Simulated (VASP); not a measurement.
Sn5Ge3Te8:

```xyz
16
Lattice="-6.1912 6.1912 0.0000 -6.1912 0.0000 6.1912 0.0000 6.1912 6.1912" Properties=species:S:1:pos:R:3 pbc="T T T"
Ge    0.0000    0.0000    0.0000
Ge   -3.0956    3.0956    0.0000
Ge   -3.0956    0.0000    3.0956
Sn    0.0000    3.0956    3.0956
Sn   -6.1912    3.0956    3.0956
Sn   -3.0956    6.1912    3.0956
Sn   -3.0956    3.0956    6.1912
Sn   -6.1912    6.1912    6.1912
Te   -9.2868    9.2868    9.2868
Te   -6.1912    6.1912    9.2868
Te   -6.1912    9.2868    6.1912
Te   -9.2868    6.1912    6.1912
Te   -3.0956    6.1912    6.1912
Te   -6.1912    3.0956    6.1912
Te   -6.1912    6.1912    3.0956
Te   -3.0956    3.0956    3.0956
```

| Item | Value |
| --- | --- |
| Program | VASP 6.6.1 |
| Task | relaxation of cell and atoms |
| Functional | PBEsol |
| Potentials or basis | VASP PAW PBE potentials, release 64 (Ge_d, Sn_d, Te) |
| Cutoff | 600 eV |
| k mesh | 6 × 6 × 5 |
| Occupations | gaussian, width 0.03 eV |
| Spin | no spin polarisation |

At the start: pressure -0.8 GPa; volume 29.66 Å³/atom.

Task: How do energy, volume and symmetry change on relaxing?

Result: Over 8 steps the energy falls by 18.4 meV/atom and the volume is 29.07 Å³/atom (-2.0 %); space group R-3m (No. 166, to 0.1 Å) before and after.

Step by step:
```tsv
step	energy change (eV)	largest force (eV/Å)	pressure (GPa)	volume (Å³)
1	0.0000	0.6695	-0.77	474.63
2	-0.1355	0.5340	0.14	464.88
3	-0.1837	0.3517	1.36	453.65
4	-0.2616	0.1555	0.84	457.65
5	-0.2896	0.0378	0.34	461.81
6	-0.2896	0.0471	0.31	462.02
7	-0.2935	0.0120	0.05	464.45
8	-0.2936	0.0037	-0.02	465.05
```

Final structure:
```yaml
crystal:
  lattice:
    - [-6.14823, 6.14823, 0.00000]
    - [-6.14823, 0.00000, 6.14823]
    - [0.00209, 6.15032, 6.15032]
  atoms:
    - { symbol: Ge, position: [0.00000, 0.00000, 0.00000] }
    - { symbol: Ge, position: [0.50000, 0.00000, 0.00000] }
    - { symbol: Ge, position: [0.00000, 0.50000, 0.00000] }
    - { symbol: Sn, position: [0.00000, 0.00000, 0.50000] }
    - { symbol: Sn, position: [0.50000, 0.50000, 0.00000] }
    - { symbol: Sn, position: [0.50000, 0.00000, 0.50000] }
    - { symbol: Sn, position: [0.00000, 0.50000, 0.50000] }
    - { symbol: Sn, position: [0.50000, 0.50000, 0.50000] }
    - { symbol: Te, position: [0.75000, 0.75000, 0.76228] }
    - { symbol: Te, position: [0.23771, 0.75000, 0.76228] }
    - { symbol: Te, position: [0.75000, 0.23771, 0.76228] }
    - { symbol: Te, position: [0.75613, 0.75613, 0.23160] }
    - { symbol: Te, position: [0.24387, 0.24387, 0.76840] }
    - { symbol: Te, position: [0.25000, 0.76229, 0.23772] }
    - { symbol: Te, position: [0.76229, 0.25000, 0.23772] }
    - { symbol: Te, position: [0.25000, 0.25000, 0.23772] }
```

Caveat: the PAW data sets were made with another functional, which shifts forces and pressure a little.
